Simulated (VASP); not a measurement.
Write the native input for VASP 6.6.1 that does the following.

```yaml
Task: single point
Functional: PBE
Potentials_or_basis: VASP PAW PBE potentials, release 64 (Si, Ni)
Cutoff: 520 eV
k_mesh: 14 × 14 × 8
Occupations: gaussian, width 0.15 eV
Spin: no spin polarisation
Dipole_correction: no
Further_INCAR_settings: ALGO = Fast; EDIFF = 1e-06; NBANDS = 44
```

The structure of SiNi3 lies in POSCAR:

```
SiNi3
1.0
    3.5062596409      0.0000000000      0.0000000000
    0.0000000000      3.5062596409      0.0000000000
    0.0000000000      0.0000000000      7.0125192817
Si Ni
2 6
Direct
    0.0000000000      0.0000000000      0.0000000000
    0.0000000000      0.0000000000      0.5000000000
    0.0000000000      0.5000000000      0.2371658107
    0.0000000000      0.5000000000      0.7371658107
    0.5000000000      0.0000000000      0.2628341893
    0.5000000000      0.0000000000      0.7628341893
    0.5000000000      0.5000000000      0.0000000000
    0.5000000000      0.5000000000      0.5000000000
```

This cell differs from its parent crystal: atoms displaced along a vibrational mode.

One way to write it, as run:

INCAR

```
SYSTEM = SiNi3
ALGO = Fast
EDIFF = 1E-6
ENCUT = 520
GGA = PE
ISIF = 2
ISMEAR = 0
LASPH = .True.
LCHARG = .False.
LREAL = .False.
LWAVE = .False.
NBANDS = 44
NELM = 80
PREC = Accurate
SIGMA = 0.15
```

KPOINTS

```
k-points
0
Gamma
  14 14 8
  0 0 0
```

Potentials or basis: VASP PAW PBE potentials, release 64 (Si, Ni).

Launch:

```sh
$ cat potpaw_PBE.64/Si/POTCAR potpaw_PBE.64/Ni/POTCAR > POTCAR
$ mpirun -np 1 vasp_std > vasp.out
```

It gave:

- Pressure: 1.0 GPa
- Largest force: 0.729 eV/Å
- Band gap on the k mesh: zero (bands 34 and 35 overlap by 0.26 eV)

Caveat: the cell differs from its parent crystal (atoms displaced along a vibrational mode).

Wall time 5.9 min on 1 thread of Intel(R) Xeon(R) 6975P-C (Granite Rapids), with other jobs on the host, peak memory 0.57 GiB.
